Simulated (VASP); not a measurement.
# CO2 (Pbca) in VASP: notebook

CO2 is run at these levels: PBE; tasks: single point.

All numbers are computed with VASP 6.6.1; they aren't measurements. Logs are shortened: lines on timing, memory, paths and dates and some standing lists are left out, and cuts for length are marked.

## Step 1: The cell of the first run

Symmetry: Pbca, No. 61, orthorhombic system. Conventional cell: a = 5.581 Å, b = 6.000 Å, c = 6.000 Å, α = 90.00°, β = 90.00°, γ = 90.00°. C (site symmetry -1) has 2 O at 1.13 Å within 1.5 Å. O (site symmetry 1) has 1 C at 1.13 Å within 1.5 Å.

## Step 2: Single point, PBE (16.75 Å³/atom)

File INCAR:

```
SYSTEM = CO2
PREC     = Accurate       ! precision mode
ENCUT    = 520            ! plane-wave cutoff, eV
EDIFF    = 1E-6           ! SCF threshold, eV
ISMEAR   = 0              ! smearing method
SIGMA    = 0.05           ! smearing width, eV
LREAL    = .False.        ! projectors in reciprocal space
LASPH    = .True.         ! aspherical terms in the spheres
NELM     = 100            ! most SCF steps
ALGO     = Normal         ! electronic algorithm
ISIF     = 2              ! what is computed and relaxed
LWAVE    = .False.        ! write WAVECAR
LCHARG   = .False.        ! write CHGCAR
GGA      = PE             ! functional
NBANDS   = 44             ! bands
```

File KPOINTS:

```
regular mesh
0
Gamma
  4 4 4
  0 0 0
```

File POSCAR:

```
CO2
1.0
    6.0002866630      0.0000000000      0.0000000000
    0.0000000000      6.0002866630      0.0000000000
    0.0000000000      0.0000000000      5.5814666539
C O
4 8
Direct
    0.0000000000      0.0000000000      0.0000000000
    0.5000000000      0.0000000000      0.5000000000
    0.5000000000      0.5000000000      0.0000000000
    0.0000000000      0.5000000000      0.5000000000
    0.1114834447      0.1114834447      0.1114834447
    0.3885165553      0.8885165553      0.6114834447
    0.6114834447      0.3885165553      0.8885165553
    0.8885165553      0.6114834447      0.3885165553
    0.8885165553      0.8885165553      0.8885165553
    0.6114834447      0.1114834447      0.3885165553
    0.3885165553      0.6114834447      0.1114834447
    0.1114834447      0.3885165553      0.6114834447
```

Potentials or basis: VASP PAW PBE potentials, release 64 (C, O).

Launch:

```
cat potpaw_PBE.64/C/POTCAR potpaw_PBE.64/O/POTCAR > POTCAR
mpirun -np 1 vasp_std > vasp.out
```

OUTCAR:

```text
SYSTEM = CO2
   PREC = Accurate
   ENCUT = 520
   EDIFF = 1E-6
   ISMEAR = 0
   LREAL = .False.
   LASPH = .True.
   NELM = 100
   ISIF = 2
   GGA = PE

 ion  position               nearest neighbor table
   1  0.000  0.000  0.000-   5 1.13   9 1.13
   2  0.500  0.000  0.500-   6 1.13  10 1.13
   3  0.500  0.500  0.000-   7 1.13  11 1.13
   4  0.000  0.500  0.500-   8 1.13  12 1.13
   5  0.111  0.111  0.111-   1 1.13
   6  0.389  0.889  0.611-   2 1.13
   7  0.611  0.389  0.889-   3 1.13
   8  0.889  0.611  0.389-   4 1.13
   9  0.889  0.889  0.889-   1 1.13
  10  0.611  0.111  0.389-   2 1.13
  11  0.389  0.611  0.111-   3 1.13
  12  0.111  0.389  0.611-   4 1.13

  LATTYP: Found a simple tetragonal cell.
 ALAT       =     6.0002866630
 C/A-ratio  =     0.9302000000

  Lattice vectors:

 A1 = (   6.0002866630,   0.0000000000,   0.0000000000)
 A2 = (   0.0000000000,   6.0002866630,   0.0000000000)
 A3 = (   0.0000000000,   0.0000000000,   5.5814666539)

Analysis of symmetry for initial positions (statically):
=====================================================================
 Subroutine PRICEL returns:
 Original cell was already a primitive cell.

 Routine SETGRP: Setting up the symmetry group for a
 simple tetragonal supercell.

 Subroutine GETGRP returns: Found  8 space group operations
 (whereof  2 operations were pure point group operations)
 out of a pool of 16 trial point group operations.

The static configuration has the point symmetry S_2 .
 The point group associated with its full space group is D_2h.

Analysis of symmetry for dynamics (positions and initial velocities):
=====================================================================
 Subroutine PRICEL returns:
 Original cell was already a primitive cell.

 Routine SETGRP: Setting up the symmetry group for a
 simple tetragonal supercell.

 Subroutine GETGRP returns: Found  8 space group operations
 (whereof  2 operations were pure point group operations)
 out of a pool of 16 trial point group operations.

The dynamic configuration has the point symmetry S_2 .
 The point group associated with its full space group is D_2h.

 Subroutine INISYM returns: Found  8 space group operations
[... 123 lines left out ...]
   ISIF   =      2    stress and relaxation
   ISYM   =      2    0-nonsym 1-usesym 2-fastsym
   POTIM  = 0.5000    time-step for ionic-motion
   TEBEG  =    0.0;   TEEND  =   0.0 temperature during run
   PSTRESS=    0.0 pullay stress
   NELECT =      64.0000    total number of electrons
   NUPDOWN=      -1.0000    fix difference up-down
   EMIN   =  10.00;   EMAX   =-10.00  energy-range for DOS
   EFERMI =   0.00;   METHOD = LEGACY
   ISMEAR =     0;   SIGMA  =   0.05  broadening in eV -4-tet -1-fermi 0-gaus
   EFERMI_NEDOS =   21; number of points for ismear=-14 and -15
   IALGO  =     38    algorithm
   IMIX   =      4    mixing-type and parameters
     AMIX     =   0.40;   BMIX     =  1.00
     AMIX_MAG =   1.60;   BMIX_MAG =  1.00
  volume/ion in A,a.u.               =      16.75       113.01
  Fermi-wavevector in a.u.,A,eV,Ry     =   1.117989  2.112692 17.005902  1.249899
  Thomas-Fermi vector in A             =   2.254616
   LORBIT       =      0    0 simple, 1 ext, 2 COOP (PROOUT), +10 PAW based schemes
   GGA     = PE    functional components
   LHFCALC =     F    Hartree Fock is set to
   AEXX    =    0.0000 exact exchange contribution
   IVDW    =     0    specifies the selected vdW correction
   LEPSILON=     F    determine dielectric tensor
   LRPA    =     F    only Hartree local field effects (RPA)
 non-spin polarized calculation
 Gauss-broadening in eV      SIGMA  =   0.05
  energy-cutoff  :      520.00
  volume of cell :      200.95
 maximum number of plane-waves:      5448
 NGX is ok and might be reduce to    48
   NGX = 23   NGY = 23   NGZ = 21

 number of electron      64.0000021 magnetization

 Free energy of the ion-electron system (eV)
  ---------------------------------------------------
  ext. energy  EPLUGINS =         0.00000000
  ---------------------------------------------------
  free energy    TOTEN  =       -91.40699259 eV

  energy without entropy =      -91.40699259  energy(sigma->0) =      -91.40699259

 E-fermi :  -4.1208     XC(G=0):  -7.2301

 val. band max:       -4.3788345741   @ k =   0.0000   0.0000   0.0000
 cond. band min:       2.5177515697   @ k =   0.0000   0.0000   0.0000
 fundamental gap:      6.8965861437
 Fermi energy:        -4.1208413120

 k-point     1 :       0.0000    0.0000    0.0000
  band No.  band energies     occupation
      1     -25.2757      2.00000
      2     -25.1714      2.00000
      3     -25.1685      2.00000
      4     -25.1516      2.00000
      5     -24.2214      2.00000
      6     -24.2185      2.00000
[... 1117 lines left out ...]
     43       6.1538      0.00000
     44       6.1538      0.00000

 [... further k-points ...]

------------------------ aborting loop because EDIFF is reached ----------------------------------------

  FORCE on cell =-STRESS in cart. coord.  units (eV):
  Direction    XX          YY          ZZ          XY          YZ          ZX
  --------------------------------------------------------------------------------------
  -------------------------------------------------------------------------------------
  Total       16.0865176     16.1350412     14.3665731     -0.0000000      0.0000000      0.0000000
  in kB      128.2567671    128.6436425    114.5437605     -0.0000000      0.0000000      0.0000000
  external PRESSURE =     123.8147234 kB  Pullay stress =       0.0000000 kB

 VOLUME and BASIS-vectors are now :
 -----------------------------------------------------------------------------
  energy-cutoff  :      520.00
  volume of cell :      200.95
      direct lattice vectors                 reciprocal lattice vectors
     6.000286663  0.000000000  0.000000000     0.166658704  0.000000000  0.000000000
     0.000000000  6.000286663  0.000000000     0.000000000  0.166658704  0.000000000
     0.000000000  0.000000000  5.581466654     0.000000000  0.000000000  0.179164378

 POSITION                                       TOTAL-FORCE (eV/Angst)
 -----------------------------------------------------------------------------------
      0.00000      0.00000      0.00000         0.000000      0.000000     -0.000000
      3.00014      0.00000      2.79073         0.000000      0.000000     -0.000000
      3.00014      3.00014      0.00000         0.000000      0.000000     -0.000000
      0.00000      3.00014      2.79073         0.000000      0.000000     -0.000000
      0.66893      0.66893      0.62224         3.041714      3.028560      2.839583
      2.33121      5.33135      3.41297        -3.041714     -3.028560      2.839583
      3.66908      2.33121      4.95923         3.041714     -3.028560     -2.839583
      5.33135      3.66908      2.16849        -3.041714      3.028560     -2.839583
      5.33135      5.33135      4.95923        -3.041714     -3.028560     -2.839583
      3.66908      0.66893      2.16849         3.041714      3.028560     -2.839583
      2.33121      3.66908      0.62224        -3.041714      3.028560      2.839583
      0.66893      2.33121      3.41297         3.041714     -3.028560      2.839583
 -----------------------------------------------------------------------------------
    total drift:                                0.000000      0.000000      0.000000

  FREE ENERGIE OF THE ION-ELECTRON SYSTEM (eV)
  ---------------------------------------------------
  free  energy   TOTEN  =       -91.4069925876 eV

  energy  without entropy=      -91.4069925876  energy(sigma->0) =      -91.40699259
```

stdout:

```text
POSCAR found type information on POSCAR C O
 POSCAR found :  2 types and      12 ions
 scaLAPACK will be used
 LDA part: xc-table for (Slater+PW92), standard interpolation
 POSCAR, INCAR and KPOINTS ok, starting setup
 FFT: planning ... GRIDC
 FFT: planning ... GRID_SOFT
 FFT: planning ... GRID
 WAVECAR not read
 entering main loop
```

Wall time 2.3 min (1 thread of Intel Xeon Platinum 8488C (Sapphire Rapids), shared host); peak memory 0.38 GiB.

Results:

- Free energy: -91.4070 eV
- Pressure: 12.4 GPa
- Largest force: 5.147 eV/Å
- Band gap on the k mesh: 6.90 eV

Forces in eV/Å, atoms in the order of the input:
```
C    0.000  0.000  0.000
C    0.000  0.000  0.000
C    0.000  0.000  0.000
C    0.000  0.000  0.000
O    3.042  3.029  2.840
O   -3.042 -3.029  2.840
O    3.042 -3.029 -2.840
O   -3.042  3.029 -2.840
O   -3.042 -3.029 -2.840
O    3.042  3.029 -2.840
O   -3.042  3.029  2.840
O    3.042 -3.029  2.840
```

Caveat: the cell stands under pressure; this functional lacks dispersion, which holds the molecules together, so the pressure and a relaxed volume are unreliable; forces of over 1 eV/Å act on the atoms, so gaps and moduli don't describe the material at rest.

## Step 3: Single point, PBE (17.34 Å³/atom)

This run uses another cell than the first one, of 17.34 Å³/atom.

File INCAR:

```
SYSTEM = CO2
ALGO     = Normal         ! electronic algorithm
EDIFF    = 1E-6           ! SCF threshold, eV
ENCUT    = 520            ! plane-wave cutoff, eV
GGA      = PE             ! functional
ISIF     = 2              ! what is computed and relaxed
ISMEAR   = 0              ! smearing method
LASPH    = .TRUE.         ! aspherical terms in the spheres
LCHARG   = .TRUE.         ! write CHGCAR
LELF     = .TRUE.         ! ELF
LREAL    = .FALSE.        ! projectors in reciprocal space
LVHAR    = .TRUE.       
LWAVE    = .FALSE.        ! write WAVECAR
NBANDS   = 44             ! bands
NELM     = 80             ! most SCF steps
PREC     = Accurate       ! precision mode
SIGMA    = 0.05           ! smearing width, eV
```

File KPOINTS:

```
k-points
0
G
  4 4 4
  0 0 0
```

Edit POSCAR of step 2 so:

```diff
@@ -2,5 +2,5 @@
 1.0
-    6.0002866630      0.0000000000      0.0000000000
-    0.0000000000      6.0002866630      0.0000000000
-    0.0000000000      0.0000000000      5.5814666539
+    6.1193667355      0.0000000000      0.0000000000
+    0.0000000000      6.1193667355      0.0000000000
+    0.0000000000      0.0000000000      5.5563849958
 C O
```

Potentials or basis: VASP PAW PBE potentials, release 64 (C, O).

Launch:

```
cat potpaw_PBE.64/C/POTCAR potpaw_PBE.64/O/POTCAR > POTCAR
mpirun -np 1 vasp_std > vasp.out
```

Wall time 2.2 min (1 thread of Intel Xeon 6975P-C (Granite Rapids), shared host); peak memory 0.38 GiB.

Results (log left out):

| Property | Result |
| --- | --- |
| Free energy | -91.8874 eV |
| Pressure | 7.7 GPa |
| Largest force | 3.296 eV/Å |
| Band gap on the k mesh | 6.75 eV |

Forces on the atoms (eV/Å):
```
C    0.000  0.000  0.000
C    0.000  0.000  0.000
C    0.000  0.000  0.000
C    0.000  0.000  0.000
O    1.963  1.947  1.794
O   -1.963 -1.947  1.794
O    1.963 -1.947 -1.794
O   -1.963  1.947 -1.794
O   -1.963 -1.947 -1.794
O    1.963  1.947 -1.794
O   -1.963  1.947  1.794
O    1.963 -1.947  1.794
```

Stress tensor (GPa, compression positive):
```
8.01 0.00 0.00
0.00 8.07 0.00
0.00 0.00 7.00
```

Levels at points of the mesh, in eV from the valence-band top:
| k point | band 29 | band 30 | band 31 | band 32 | band 33 | band 34 | band 35 | band 36 |
| --- | --- | --- | --- | --- | --- | --- | --- | --- |
| (0.00, 0.00, 0.00) | -0.18 | -0.17 | -0.14 | 0.00 | 6.75 | 8.45 | 8.51 | 8.57 |
| (0.50, 0.00, 0.00) | -0.25 | -0.25 | -0.09 | -0.09 | 8.00 | 8.00 | 8.38 | 8.38 |
| (0.00, 0.50, 0.00) | -0.26 | -0.26 | -0.11 | -0.11 | 8.00 | 8.00 | 8.49 | 8.49 |
| (0.50, 0.50, 0.00) | -0.26 | -0.26 | -0.26 | -0.26 | 8.40 | 8.40 | 8.40 | 8.40 |
| (0.00, 0.00, 0.50) | -0.24 | -0.24 | -0.15 | -0.15 | 8.26 | 8.26 | 8.45 | 8.45 |
| (0.50, 0.00, 0.50) | -0.22 | -0.22 | -0.22 | -0.22 | 8.39 | 8.39 | 8.39 | 8.39 |
| (0.00, 0.50, 0.50) | -0.21 | -0.21 | -0.21 | -0.21 | 8.41 | 8.41 | 8.41 | 8.41 |
| (0.50, 0.50, 0.50) | -0.21 | -0.21 | -0.21 | -0.21 | 8.49 | 8.49 | 8.49 | 8.49 |

Caveat: the cell stands under pressure; this functional lacks dispersion, which holds the molecules together, so the pressure and a relaxed volume are unreliable; forces of over 1 eV/Å act on the atoms, so gaps and moduli don't describe the material at rest.

(Part 1 of 2 ends here.)
